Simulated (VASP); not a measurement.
# Sn8O16F (a cell with a defect) (F interstitial hop between voids) in VASP: further runs, part 3 of 3

VASP 6.6.1. Earlier steps stand in the parts before.

### Step 4. Single point, PBE

INCAR

```
ALGO = Normal ; EDIFF = 1E-6
ENCUT = 520 ; GGA = PE
ISIF = 2 ; ISMEAR = -1
LASPH = True ; LCHARG = False
LREAL = Auto ; LWAVE = False
NBANDS = 126 ; NELECT = 216.0
NELM = 60 ; PREC = Accurate
SIGMA = 0.01
```

KPOINTS

```
Automatic mesh
0
Gamma
  1 1 1
  0.25 0.25 0.25
```

POSCAR

```
Sn8O16F
1.0
    4.8274600300      4.8274600300      0.0000000000
   -4.8274600300      4.8274600300      0.0000000000
    0.0000000000      0.0000000000      6.4759066800
Sn O F
8 16 1
Direct
    0.0110357387      0.4897748946      0.2418574656
    0.5024388964     -0.0017516674      0.2462928458
    0.0083786410      0.0111648901      0.0120963944
    0.4987797406      0.4979473538      0.0027043400
    0.0070348934      0.5098154021      0.7471427650
    0.4975173591     -0.0099791586      0.7496014440
   -0.0076724202      0.0013282407      0.5051804147
    0.5124012552      0.4932605114      0.5012129147
    0.0020714930      0.8073374661      0.2555022221
    0.5367570114      0.3052194890      0.2543385815
   -0.0775679734      0.1893448232      0.2722716136
    0.5082489729      0.6884923632      0.2544702979
    0.3149367472     -0.0555836042     -0.0056805148
    0.8121737228      0.5008462385     -0.0035815610
    0.1976410756      0.5660820779     -0.0136414343
    0.6952388963     -0.0057061617     -0.0042770895
   -0.0059871787      0.8166127154      0.7519694439
    0.4977025482      0.2997999970      0.7551236907
    0.0027000429      0.1997299736      0.7545572682
    0.5130844858      0.6834496180      0.7455019526
    0.3026908730      0.0047072873      0.4953745438
    0.8176021954      0.5105984380      0.5005072323
    0.2025702248      0.4929721904      0.4946630603
    0.6843588846     -0.0168577686      0.5053819305
    0.2152321672      0.2498063741      0.1131323593
```

Potentials or basis: VASP PAW PBE potentials, release 64 (Sn_d, O, F).

The run is started by

```
$ cat potpaw_PBE.64/Sn_d/POTCAR potpaw_PBE.64/O/POTCAR potpaw_PBE.64/F/POTCAR > POTCAR
$ mpirun -np 1 vasp_std > vasp.out
```

OUTCAR:

```text
EDIFF = 1E-6
   ENCUT = 520
   GGA = PE
   ISIF = 2
   ISMEAR = -1
   LASPH = True
   LREAL = Auto
   NELECT = 216.0
   NELM = 60
   PREC = Accurate

 ion  position               nearest neighbor table
   1  0.011  0.490  0.242-  14 2.09  23 2.10  22 2.14  11 2.15  15 2.15   9 2.17  25 2.31   5 3.21
                             5 3.28   3 3.59   4 3.67   7 3.75
   2  0.502  0.998  0.246-  16 2.09  24 2.09  13 2.11  10 2.11  21 2.11  12 2.12  25 2.75   6 3.22
                             6 3.26   3 3.70   7 3.74
   3  0.008  0.011  0.012-   9 2.10  19 2.11  16 2.14  13 2.15  17 2.15  11 2.16  25 2.25   7 3.20
                             7 3.29   1 3.59   2 3.70   6 3.75
   4  0.499  0.498  0.003-  12 2.09  20 2.09  18 2.10  10 2.11  15 2.11  14 2.14  25 2.67   8 3.23
                             8 3.25   1 3.67   6 3.74   5 3.74
   5  0.007  0.510  0.747-  22 2.06  15 2.06  14 2.09  17 2.10  23 2.11  19 2.12   1 3.21   1 3.28
                             7 3.70   8 3.74   4 3.74
   6  0.498  0.990  0.750-  24 2.03  13 2.04  16 2.09  20 2.10  18 2.12  21 2.12   2 3.22   2 3.26
                             7 3.73   4 3.74   3 3.75   8 3.75
   7  0.992  0.001  0.505-  17 2.04  11 2.04   9 2.09  24 2.11  19 2.11  21 2.12   3 3.20   3 3.29
                             5 3.70   6 3.73   2 3.74   1 3.75
   8  0.512  0.493  0.501-  20 2.05  10 2.06  12 2.08  22 2.09  18 2.11  23 2.12   4 3.23   4 3.25
                             5 3.74   6 3.75
   9  0.002  0.807  0.256-   7 2.09   3 2.10   1 2.17
  10  0.537  0.305  0.254-   8 2.06   2 2.11   4 2.11
  11  0.922  0.189  0.272-   7 2.04   1 2.15   3 2.16
  12  0.508  0.688  0.254-   8 2.08   4 2.09   2 2.12
  13  0.315  0.944  0.994-   6 2.04   2 2.11   3 2.15
  14  0.812  0.501  0.996-   1 2.09   5 2.09   4 2.14
[... 8 lines left out ...]
  23  0.203  0.493  0.495-   1 2.10   5 2.11   8 2.12
  24  0.684  0.983  0.505-   6 2.03   2 2.09   7 2.11
  25  0.215  0.250  0.113-   3 2.25   1 2.31   4 2.67   2 2.75

  LATTYP: Found a simple tetragonal cell.
 ALAT       =     6.8270594462
 C/A-ratio  =     0.9485645659

  Lattice vectors:

 A1 = (   4.8274600300,   4.8274600300,   0.0000000000)
 A2 = (  -4.8274600300,   4.8274600300,   0.0000000000)
 A3 = (   0.0000000000,   0.0000000000,   6.4759066800)

Analysis of symmetry for initial positions (statically):
=====================================================================
 Subroutine PRICEL returns:
 Original cell was already a primitive cell.

 Routine SETGRP: Setting up the symmetry group for a
 simple tetragonal supercell.

 Subroutine GETGRP returns: Found  1 space group operations
 (whereof  1 operations were pure point group operations)
 out of a pool of 16 trial point group operations.

The static configuration has the point symmetry C_1 .

Analysis of symmetry for dynamics (positions and initial velocities):
=====================================================================
 Subroutine PRICEL returns:
 Original cell was already a primitive cell.

 Routine SETGRP: Setting up the symmetry group for a
 simple tetragonal supercell.

 Subroutine GETGRP returns: Found  1 space group operations
 (whereof  1 operations were pure point group operations)
 out of a pool of 16 trial point group operations.

The dynamic configuration has the point symmetry C_1 .

 Subroutine INISYM returns: Found  1 space group operations
 (whereof  1 operations are pure point group operations),
 and found     1 'primitive' translations

[... 101 lines left out ...]
   k-points           NKPTS =      4   k-points in BZ     NKDIM =      4   number of bands    NBANDS=    126
   number of dos      NEDOS =    301   number of ions     NIONS =     25
   total plane-waves  NPLWV = 139968
   dimension x,y,z NGX =    54 NGY =   54 NGZ =   48
   dimension x,y,z NGXF=   108 NGYF=  108 NGZF=   96
   ions per type =               8  16   1
   NGX,Y,Z   is equivalent  to a cutoff of  13.15, 13.15, 12.32 a.u.
   NGXF,Y,Z  is equivalent  to a cutoff of  26.30, 26.30, 24.64 a.u.
 SYSTEM =  unknown system
   PREC   = accura    normal or accurate (medium, high low for compatibility)
   ISTART =      0    job   : 0-new  1-cont  2-samecut
   ICHARG =      2    charge: 1-file 2-atom 10-const
   ISPIN  =      1    spin polarized calculation?
   LNONCOLLINEAR =      F non collinear calculations
   LSORBIT =      F    spin-orbit coupling
   LASPH  =      T    aspherical Exc in radial PAW
   ENCUT  =  520.0 eV  38.22 Ry    6.18 a.u.  12.69 12.69 12.04*2*pi/ulx,y,z
   NELM   =     60;   NELMIN=  2; NELMDL= -5     # of ELM steps
   EDIFF  = 0.1E-05   stopping-criterion for ELM
   LREAL  =      T    real-space projection
   EDIFFG = 0.1E-04   stopping-criterion for IOM
   NSW    =      0    number of steps for IOM
   IBRION =     -1    ionic relax: 0-MD 1-quasi-New 2-CG
   NFREE  =      0    steps in history (QN), initial steepest desc. (CG)
   ISIF   =      2    stress and relaxation
   ISYM   =      2    0-nonsym 1-usesym 2-fastsym
   POTIM  = 0.5000    time-step for ionic-motion
   TEBEG  =    0.0;   TEEND  =   0.0 temperature during run
   PSTRESS=    0.0 pullay stress
   NELECT =     216.0000    total number of electrons
   NUPDOWN=      -1.0000    fix difference up-down
   EMIN   =  10.00;   EMAX   =-10.00  energy-range for DOS
   EFERMI =   0.00;   METHOD = LEGACY
   ISMEAR =    -1;   SIGMA  =   0.01  broadening in eV -4-tet -1-fermi 0-gaus
   EFERMI_NEDOS =   21; number of points for ismear=-14 and -15
   IALGO  =     38    algorithm
   IMIX   =      4    mixing-type and parameters
     AMIX     =   0.40;   BMIX     =  1.00
     AMIX_MAG =   1.60;   BMIX_MAG =  1.00
  volume/ion in A,a.u.               =      12.07        81.48
  Fermi-wavevector in a.u.,A,eV,Ry     =   1.464323  2.767168 29.174165  2.144241
  Thomas-Fermi vector in A             =   2.580312
   LORBIT       =      0    0 simple, 1 ext, 2 COOP (PROOUT), +10 PAW based schemes
   GGA     = PE    functional components
   LHFCALC =     F    Hartree Fock is set to
   AEXX    =    0.0000 exact exchange contribution
   IVDW    =     0    specifies the selected vdW correction
   LEPSILON=     F    determine dielectric tensor
   LRPA    =     F    only Hartree local field effects (RPA)
 non-spin polarized calculation
  energy-cutoff  :      520.00
  volume of cell :      301.83
 maximum number of plane-waves:      8114
 NGX is ok and might be reduce to    50
   NGX = 25   NGY = 25   NGZ = 25

 number of electron     216.0000067 magnetization

 Free energy of the ion-electron system (eV)
  ---------------------------------------------------
  ext. energy  EPLUGINS =         0.00000000
  ---------------------------------------------------
  free energy    TOTEN  =      -143.58182777 eV

  energy without entropy =     -143.58182777  energy(sigma->0) =     -143.58182777

 E-fermi :   6.1405     XC(G=0): -11.2120

 val. band max:        5.8996071000   @ k =   0.2500   0.2500   0.2500
 cond. band min:       8.3341045687   @ k =  -0.2500   0.2500   0.2500
 fundamental gap:      2.4344974687
 Fermi energy:         6.1405159417

 k-point     1 :       0.2500    0.2500    0.2500
  band No.  band energies     occupation
      1     -15.9797      2.00000
      2     -15.2444      2.00000
      3     -15.2018      2.00000
      4     -15.1554      2.00000
      5     -15.1424      2.00000
      6     -15.0512      2.00000
[... 481 lines left out ...]
    119      13.1991      0.00000
    120      13.3305      0.00000
 [bands above 120 left out]

------------------------ aborting loop because EDIFF is reached ----------------------------------------

  FORCE on cell =-STRESS in cart. coord.  units (eV):
  Direction    XX          YY          ZZ          XY          YZ          ZX
  --------------------------------------------------------------------------------------
  -------------------------------------------------------------------------------------
  Total       17.7136860     17.7240607     16.4184268     -0.1237428     -1.8822090     -0.0561934
  in kB       94.0267819     94.0818524     87.1513610     -0.6568446     -9.9910351     -0.2982828
  external PRESSURE =      91.7533318 kB  Pullay stress =       0.0000000 kB

 VOLUME and BASIS-vectors are now :
 -----------------------------------------------------------------------------
  energy-cutoff  :      520.00
  volume of cell :      301.83
      direct lattice vectors                 reciprocal lattice vectors
     4.827460030  4.827460030  0.000000000     0.103574136  0.103574136  0.000000000
    -4.827460030  4.827460030  0.000000000    -0.103574136  0.103574136  0.000000000
     0.000000000  0.000000000  6.475906680     0.000000000  0.000000000  0.154418532

 POSITION                                       TOTAL-FORCE (eV/Angst)
 -----------------------------------------------------------------------------------
     -2.31109      2.41764      1.56625        -0.017374      0.009246      0.006583
     -2.39350      7.24451      1.59497         0.006167      0.000248      0.000949
     -0.01345      0.09435      0.07834         0.011045     -0.039327     -0.018093
      0.00402      4.81166      0.01751        -0.011477      0.030732      0.012602
     -2.42715      2.49507      4.83843        -0.017177     -0.014080     -0.012664
     -2.37754      7.18103      4.85435         0.002669     -0.008426     -0.015327
[... 17 lines left out ...]
     -1.44236      8.04979      3.27281         0.007794      0.050211      0.002522
     -0.16691      2.24495      0.73263         0.003753      0.026484      0.016401
 -----------------------------------------------------------------------------------
    total drift:                                0.005011     -0.004481     -0.000354

  FREE ENERGIE OF THE ION-ELECTRON SYSTEM (eV)
  ---------------------------------------------------
  free  energy   TOTEN  =      -143.5818277714 eV

  energy  without entropy=     -143.5818277714  energy(sigma->0) =     -143.58182777
```

Wall time 7 min (1 thread of Intel Xeon Platinum 8488C (Sapphire Rapids), shared host); peak memory 0.4 GiB.

Results:

```yaml
Free_energy: -143.5818 eV
Largest_force: 0.078 eV/Å
```

Forces on the atoms (eV/Å):
```
Sn  -0.017  0.009  0.007
Sn   0.006  0.000  0.001
Sn   0.011 -0.039 -0.018
Sn  -0.011  0.031  0.013
Sn  -0.017 -0.014 -0.013
Sn   0.003 -0.008 -0.015
Sn   0.012 -0.010  0.012
Sn   0.002  0.009 -0.008
O    0.005 -0.028 -0.002
O    0.019 -0.016 -0.008
O   -0.034  0.010  0.000
O    0.002  0.013  0.009
O   -0.019 -0.023 -0.039
O   -0.025 -0.072 -0.016
O    0.020  0.001  0.035
O    0.039  0.029  0.002
O    0.000 -0.009  0.009
O    0.034 -0.028 -0.027
O   -0.004  0.033 -0.004
O   -0.001  0.024  0.026
O   -0.023 -0.009  0.000
O   -0.008  0.003  0.011
O   -0.004  0.019  0.008
O    0.008  0.050  0.003
F    0.004  0.026  0.016
```

Caveat: the k points lie up to 0.97 Å⁻¹ apart; the cell carries a net charge on a neutralising background, which shifts energy and pressure; the cell is charged against a uniform background, so pressure and absolute levels hang on convention; spin-orbit coupling is left out, which moves the levels of the heavy elements.

### Step 5. Single point, PBE

INCAR

```
PREC = Accurate
ENCUT = 520
EDIFF = 1E-7
ISMEAR = -1
SIGMA = 0.01
LREAL = Auto
LASPH = True
NELM = 80
ALGO = Normal
ISIF = 2
LWAVE = False
LCHARG = False
GGA = PE
NELECT = 216.0
NBANDS = 126
```

KPOINTS is that of step 4.

POSCAR

```
Sn8O16F
1.0
    4.8274600300      4.8274600300      0.0000000000
   -4.8274600300      4.8274600300      0.0000000000
    0.0000000000      0.0000000000      6.4759066800
Sn O F
8 16 1
Direct
    0.0022887157      0.5087986509      0.2509808215
    0.4930032709     -0.0109526992      0.2529361599
    0.0012217185      0.0005970591     -0.0021521088
    0.4911503176      0.4873275745     -0.0119468307
   -0.0029002655      0.5006999107      0.7542158192
    0.4894469342      0.0088168086      0.7582235279
   -0.0123699412      0.0055736701      0.4992419335
    0.5074836975      0.4974233779      0.4949702184
   -0.0129551539      0.8153963891      0.2549318168
    0.4971148056      0.2991408674      0.2459261029
    0.0024574780      0.1990756104      0.2455128271
    0.5054754547      0.6823075579      0.2481695202
    0.3024570464     -0.0667955145      0.0134135356
    0.8043025548      0.5042620731      0.0047769464
    0.1844931111      0.5551734957      0.0061769118
    0.6880894932     -0.0019654092      0.0040298619
   -0.0087657446      0.8103323399      0.7458707001
    0.5778218691      0.3090231540      0.7275366310
   -0.0360752837      0.1935827116      0.7463349688
    0.4980737559      0.6912321066      0.7448182959
    0.2975367820      0.0055918354      0.5055623824
    0.8153802845      0.5157363234      0.4950972309
    0.1971180425      0.4942566632      0.5052173097
    0.6825710577     -0.0119038920      0.4994283507
    0.2853694501      0.2500733398     -0.1120388926
```

Potentials or basis: VASP PAW PBE potentials, release 64 (Sn_d, O, F).

The run is started by

```
$ cat potpaw_PBE.64/Sn_d/POTCAR potpaw_PBE.64/O/POTCAR potpaw_PBE.64/F/POTCAR > POTCAR
$ mpirun -np 1 vasp_std > vasp.out
```

OUTCAR:

```text
PREC = Accurate
   ENCUT = 520
   EDIFF = 1E-7
   ISMEAR = -1
   LREAL = Auto
   LASPH = True
   NELM = 80
   ISIF = 2
   GGA = PE
   NELECT = 216.0

 ion  position               nearest neighbor table
   1  0.002  0.509  0.251-  22 2.03  15 2.04  14 2.09   9 2.10  11 2.11  23 2.12   5 3.22   5 3.26
                             8 3.73   3 3.74   4 3.75   7 3.75
   2  0.493  0.989  0.253-  24 2.05  13 2.06  16 2.09  12 2.10  21 2.11  10 2.12   6 3.21   6 3.28
[... 745 lines left out ...]
  -------------------------------------------------------------------------------------
  Total       17.7757961     17.7253882     16.4418444     -0.1147914     -1.9025159     -0.1095197
  in kB       94.3564716     94.0888990     87.2756650     -0.6093292    -10.0988267     -0.5813460
  external PRESSURE =      91.9070118 kB  Pullay stress =       0.0000000 kB

 VOLUME and BASIS-vectors are now :
 -----------------------------------------------------------------------------
  energy-cutoff  :      520.00
  volume of cell :      301.83
      direct lattice vectors                 reciprocal lattice vectors
     4.827460030  4.827460030  0.000000000     0.103574136  0.103574136  0.000000000
    -4.827460030  4.827460030  0.000000000    -0.103574136  0.103574136  0.000000000
     0.000000000  0.000000000  6.475906680     0.000000000  0.000000000  0.154418532

 POSITION                                       TOTAL-FORCE (eV/Angst)
 -----------------------------------------------------------------------------------
     -2.44516      2.46725      1.62533         0.005331     -0.001112      0.001698
     -2.39463      7.15454      1.63799         0.009414     -0.003079      0.020589
      0.00302      0.00878      6.46197        -0.002643     -0.009309     -0.016678
      0.01845      4.72356      6.39854        -0.005798      0.041739      0.024049
      2.39635      7.23057      4.88423         0.004571      0.007469      0.007493
      2.32022      2.40535      4.91018         0.006789     -0.012823     -0.016518
[... 17 lines left out ...]
     -1.47491      8.06508      3.23425         0.008312     -0.007346      0.004395
      0.17039      2.58483      5.75035        -0.009528     -0.034806     -0.015087
 -----------------------------------------------------------------------------------
    total drift:                                0.021897     -0.015979     -0.004821

  FREE ENERGIE OF THE ION-ELECTRON SYSTEM (eV)
  ---------------------------------------------------
  free  energy   TOTEN  =      -143.5819154463 eV

  energy  without entropy=     -143.5819154463  energy(sigma->0) =     -143.58191545
```

OSZICAR:

```text
N       E                     dE             d eps       ncg     rms          rms(c)
DAV:   1     0.419506899531E+04    0.41951E+04   -0.91038E+04  1110   0.270E+03
DAV:   2     0.924091216239E+03   -0.32710E+04   -0.31292E+04  1008   0.862E+02
DAV:   3    -0.574014615353E+02   -0.98149E+03   -0.94213E+03  1114   0.332E+02
DAV:   4    -0.166076353677E+03   -0.10867E+03   -0.10690E+03  1208   0.122E+02
DAV:   5    -0.170031197433E+03   -0.39548E+01   -0.39226E+01  1176   0.240E+01    0.316E+01
DAV:   6    -0.142957074115E+03    0.27074E+02   -0.10341E+02  1568   0.761E+01    0.109E+01
DAV:   7    -0.143720920129E+03   -0.76385E+00   -0.11971E+01  1112   0.103E+01    0.677E+00
DAV:   8    -0.143702995399E+03    0.17925E-01   -0.22008E+00  1384   0.742E+00    0.228E+00
DAV:   9    -0.143574075999E+03    0.12892E+00   -0.61034E-01  1408   0.515E+00    0.420E-01
DAV:  10    -0.143580969348E+03   -0.68933E-02   -0.76051E-02  1184   0.111E+00    0.252E-01
DAV:  11    -0.143581746225E+03   -0.77688E-03   -0.48589E-03  1336   0.378E-01    0.206E-01
DAV:  12    -0.143581930887E+03   -0.18466E-03   -0.44682E-03  1504   0.411E-01    0.718E-02
DAV:  13    -0.143581933666E+03   -0.27785E-05   -0.50368E-04  1136   0.111E-01    0.492E-02
DAV:  14    -0.143581916874E+03    0.16792E-04   -0.22210E-04  1352   0.606E-02    0.159E-02
DAV:  15    -0.143581916555E+03    0.31858E-06   -0.53854E-05  1384   0.356E-02    0.553E-03
DAV:  16    -0.143581915991E+03    0.56409E-06   -0.42160E-06  1344   0.116E-02    0.212E-03
DAV:  17    -0.143581915480E+03    0.51112E-06   -0.83204E-07  1080   0.421E-03    0.733E-04
DAV:  18    -0.143581915446E+03    0.33466E-07   -0.14064E-07   688   0.241E-03
   1 F= -.14358192E+03 E0= -.14358192E+03  d E =-.123892E-12
```

It took 7.5 min on 1 thread of Intel Xeon Platinum 8488C (Sapphire Rapids), shared host; peak memory 0.4 GiB.

Results:

| Property | Result |
| --- | --- |
| Free energy | -143.5819 eV |
| Largest force | 0.061 eV/Å |

Forces in eV/Å, atoms in the order of the input:
```
Sn   0.005 -0.001  0.002
Sn   0.009 -0.003  0.021
Sn  -0.003 -0.009 -0.017
Sn  -0.006  0.042  0.024
Sn   0.005  0.007  0.007
Sn   0.007 -0.013 -0.017
Sn   0.009  0.004  0.009
Sn  -0.017  0.015 -0.011
O   -0.001 -0.028 -0.015
O    0.012 -0.036 -0.007
O   -0.028  0.022  0.014
O    0.013  0.004 -0.004
O   -0.017  0.001 -0.036
O   -0.035 -0.024  0.006
O    0.027  0.025  0.030
O    0.013  0.059  0.004
O   -0.005 -0.007 -0.002
O    0.025 -0.008  0.006
O   -0.019  0.014  0.005
O   -0.009  0.029  0.002
O    0.003 -0.018  0.003
O   -0.006 -0.041 -0.014
O    0.019  0.007 -0.001
O    0.008 -0.007  0.004
F   -0.010 -0.035 -0.015
```

Caveat: the k points lie up to 0.97 Å⁻¹ apart; the cell carries a net charge on a neutralising background, which shifts energy and pressure; the cell is charged against a uniform background, so pressure and absolute levels hang on convention; spin-orbit coupling is left out, which moves the levels of the heavy elements.
